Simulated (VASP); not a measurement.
Write the native input for VASP 6.6.1 that does the following.

```yaml
Task: single point
Functional: PBE
Potentials_or_basis: VASP PAW PBE potentials, release 64 (Sn_d, O)
Cutoff: 520 eV
k_mesh: 12 × 12 × 10
Occupations: fermi-dirac, width 0.05 eV
Spin: no spin polarisation
Dipole_correction: no
Further_INCAR_settings: ALGO = Normal; EDIFF = 1e-06; NBANDS = 28
```

The structure of SnO (Romarchite) lies in POSCAR:

```
SnO
1.0
    3.8237570245      0.0000000000      0.0000000000
    0.0000000000      3.8237570245      0.0000000000
    0.0000000000      0.0000000000      4.8728592124
Sn O
2 2
Direct
    0.5000000000      0.0000000000      0.2393647039
    0.0000000000      0.5000000000      0.7606352961
    0.0000000000      0.0000000000      0.0000000000
    0.5000000000      0.5000000000      0.0000000000
```

This cell differs from its parent crystal: volume scaled by 1.02, then relaxed in part.

One way to write it, as run:

INCAR

```
ALGO     = Normal         # electronic algorithm
EDIFF    = 1E-6           # SCF threshold, eV
ENCUT    = 520            # plane-wave cutoff, eV
GGA      = PE             # functional
ISIF     = 2              # what is computed and relaxed
ISMEAR   = -1             # smearing method
LASPH    = True           # aspherical terms in the spheres
LCHARG   = False          # write CHGCAR
LREAL    = False          # projectors in reciprocal space
LWAVE    = False          # write WAVECAR
NBANDS   = 28             # bands
NELM     = 60             # most SCF steps
PREC     = Accurate       # precision mode
SIGMA    = 0.05           # smearing width, eV
```

KPOINTS

```
k-points
0
Gamma
  12 12 10
```

Potentials or basis: VASP PAW PBE potentials, release 64 (Sn_d, O).

Run with:

```bash
$ cat potpaw_PBE.64/Sn_d/POTCAR potpaw_PBE.64/O/POTCAR > POTCAR
$ mpirun -np 1 vasp_std > vasp.out
```

It gave:

```yaml
Pressure: 2.3 GPa
Largest_force: 0.082 eV/Å
```

It took 2 min on 1 thread of AMD EPYC 9R45 96-Core Processor (Zen 5), on a shared host, peak memory 0.34 GiB.
